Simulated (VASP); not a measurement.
Fe, 2 atoms in the cell. The structure is cubic, space group Im-3m (No. 229). Conventional cell: a = 2.868 Å, b = 2.868 Å, c = 2.868 Å, α = 90.00°, β = 90.00°, γ = 90.00°. Fe (site symmetry m-3m) has 14 Fe at 2.48 to 2.87 Å within 3.3 Å. 

- Program: VASP 6.6.1
- Task: single point
- Functional: r2SCAN
- Potentials or basis: VASP PAW PBE potentials, release 64 (Fe)
- Cutoff: 520 eV
- k mesh: 14 × 14 × 8
- Occupations: gaussian, width 0.05 eV
- Spin: collinear spin, ferromagnetic start
- Starting moments: [2.5, 2.5] μB
- Dipole correction: no
- Further INCAR settings: ALGO = Normal; EDIFF = 1e-06; NBANDS = 19

Potentials or basis: VASP PAW PBE potentials, release 64 (Fe).

Command:

```sh
$ cat potpaw_PBE.64/Fe/POTCAR > POTCAR
$ cp INCAR.step1 INCAR
$ mpirun -np 1 vasp_std > vasp.out
$ cp INCAR.step2 INCAR
$ mpirun -np 1 vasp_std > vasp.out
```

Hardware: 1 thread of Oxide Virtual Turin-like Processor, on a shared host.

Q: Estimate the wall time of this run.

A: Run time: 20 min on 1 thread of Oxide Virtual Turin-like Processor, on a shared host, peak memory 0.25 GiB. Counts: k points 285.
